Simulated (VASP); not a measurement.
Runs of VASP 6.6.1 on Se. The structure is that of space group Im-3m (No. 229), or close to it. The cells are those of the table. This isn't the form of Se at room conditions, which is trigonal, of chains.

```tsv
task	cell	k mesh	smearing	gap on the mesh (eV)	pressure (GPa)
single point	a = 2.403 Å, angles 109.5°, 1 atom	22 × 22 × 22	fermi-dirac 0.1 eV	none	188.5
single point	a = 2.399 Å, angles 109.5°, 1 atom	10 × 10 × 10	gaussian 0.1 eV	none	(a)
relaxation of cell and atoms	relaxed to 185 GPa from a = 2.399 Å, angles 109.5°, 1 atom	22 × 22 × 22	fermi-dirac 0.1 eV	none	185.0
single point	a = 2.399 Å, angles 109.5°, 1 atom	8 × 8 × 8	gaussian 0.1 eV	none	187.7
```

Alike in all rows: level PBEsol; potentials or basis VASP PAW PBE potentials, release 64 (Se); no spin polarisation; cutoff (eV) 500.

Question: Estimate the missing entries.

Answer: (a) 189.4.

Caveats: some runs use coarse meshes; the PAW data sets were made with another functional, which shifts forces and pressure a little; the cell stands under pressure (at least some runs); the cell is relaxed towards a set pressure, so the run minimises the enthalpy, not the energy (at least some runs).

A k mesh can miss the band edges, and the runs leave out spin-orbit coupling on Se.

A gap of «none» marks levels without a gap at the run's occupations.
